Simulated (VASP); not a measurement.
In5O:

```
In O
1.0
     0.00000    3.87704    3.87704
     3.87704    0.00000    3.87704
     3.87704    3.87704    0.00000
In O
5 1
Direct
  0.12500 0.62500 0.62500
  0.62500 0.62500 0.62500
  0.62500 0.12500 0.62500
  0.62500 0.62500 0.12500
  0.25000 0.25000 0.25000
  0.00000 0.00000 0.00000
```

The cell was built from a structure type or drawn by symmetry, and may not be a known phase.

```yaml
Program: VASP 6.6.1
Task: relaxation of cell and atoms
Functional: PBE
Potentials_or_basis: VASP PAW PBE potentials, release 64 (In_d, O)
Cutoff: 600 eV
k_mesh: 4 × 4 × 4
Occupations: gaussian, width 0.1 eV
Spin: no spin polarisation
```

At the start: pressure 22.9 GPa; volume 19.43 Å³/atom.

Q: Where does the relaxation end?

A: Over 5 steps the energy falls by 362.1 meV/atom and the volume is 26.33 Å³/atom (+35.5 %); space group F-43m (No. 216, to 0.1 Å) before and after.

Step by step:
```tsv
step	energy change (eV)	largest force (eV/Å)	pressure (GPa)	volume (Å³)
1	0.0000	0.3103	22.86	116.56
2	-2.0837	0.1461	-2.12	169.85
3	-2.1689	0.1264	0.35	156.18
4	-2.1707	0.1303	0.00	157.85
5	-2.1725	0.0226	-0.03	157.95
```

Final structure:
```xyz
6
Lattice="0.0000 4.2904 4.2904 4.2904 0.0000 4.2904 4.2904 4.2904 0.0000" Properties=species:S:1:pos:R:3 pbc="T T T"
In    5.3674    3.2134    3.2134
In    5.3674    5.3674    5.3674
In    3.2134    5.3674    3.2134
In    3.2134    3.2134    5.3674
In    2.1452    2.1452    2.1452
O     0.0000    0.0000    0.0000
```

Caveat: the volume moved by over 15 % at a fixed basis, so the end points are rough; an odd number of electrons without spin polarisation forces a metal; a magnetic or distorted state may lie lower.
